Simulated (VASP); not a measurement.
Sr3Be4, 7 atoms in the cell. It takes space group Pm-3m (No. 221, cubic). The conventional cell has a = 6.311 Å, b = 6.311 Å, c = 6.311 Å, α = 90.00°, β = 90.00°, γ = 90.00°. Sr (site symmetry 4/mmm) has 6 Be at 3.16 Å within 4.2 Å. Within 4.2 Å of Be (site symmetry 4/mmm) lie 4 Sr at 3.16 Å. Within 4.2 Å of Be (site symmetry m-3m) lie 6 Sr at 3.16 Å. The cell was generated, and may not be a known phase.

```yaml
Program: VASP 6.6.1
Task: single point
Functional: PBE
Potentials_or_basis: VASP PAW PBE potentials, release 64 (Sr_sv, Be)
Cutoff: 520 eV
k_mesh: 4 × 4 × 4
Occupations: gaussian, width 0.1 eV
Spin: no spin polarisation
Dipole_correction: no
Further_INCAR_settings: ALGO = Normal; EDIFF = 1e-06; NBANDS = 28
```

Potentials or basis: VASP PAW PBE potentials, release 64 (Sr_sv, Be).

The run is started by

```console
$ cat potpaw_PBE.64/Sr_sv/POTCAR potpaw_PBE.64/Be/POTCAR > POTCAR
$ mpirun -np 1 vasp_std > vasp.out
```

Hardware: 1 thread of Intel Xeon 8259CL, with other jobs on the host.

Problem. Estimate the wall time of this run.

Solution. It took 2.8 min on 1 thread of Intel Xeon 8259CL, on a shared host, peak memory 0.34 GiB. Counts: scf iterations 14, k points 10.
